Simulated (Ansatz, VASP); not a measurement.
## LaSb: VASP beside Ansatz

```
La Sb
1.0
     5.55507    0.00000    0.00000
    -2.77754    4.81084    0.00000
     0.00000    0.00000    6.50147
La Sb
2 2
Direct
  0.33333 0.66667 0.93750
  0.66667 0.33333 0.43750
  0.33333 0.66667 0.43750
  0.66667 0.33333 0.93750
```

Alike in both runs: task single point; functional LDA; k mesh 6 × 6 × 4; occupations fermi-dirac, width 0.02 eV; no spin polarisation.

|  | VASP | Ansatz |
| --- | --- | --- |
| version | VASP 6.6.1 | Ansatz 0.2.0 |
| potentials or method | VASP PAW LDA potentials, release 64 (La, Sb) | plane waves |
| plane-wave cutoff (eV) | 520 | 420 |
| valence electrons in the cell | 32 | 52 |

```csv
,VASP,Ansatz,Ansatz less VASP
pressure (GPa),-2.7,-2.7,-0.05
"traceless stress, the component that is largest in VASP (GPa)",-0.59,-0.59,+0.004
```

LDA's correlation is that of Perdew and Zunger in VASP and of Perdew and Wang (1992) in Ansatz. VASP's potentials hold 32 valence electrons a cell and Ansatz's 52, so a difference there can come from the potentials and not from the codes. Ansatz's warnings: structure snapped to symmetry.

Neither program's run includes spin-orbit coupling.
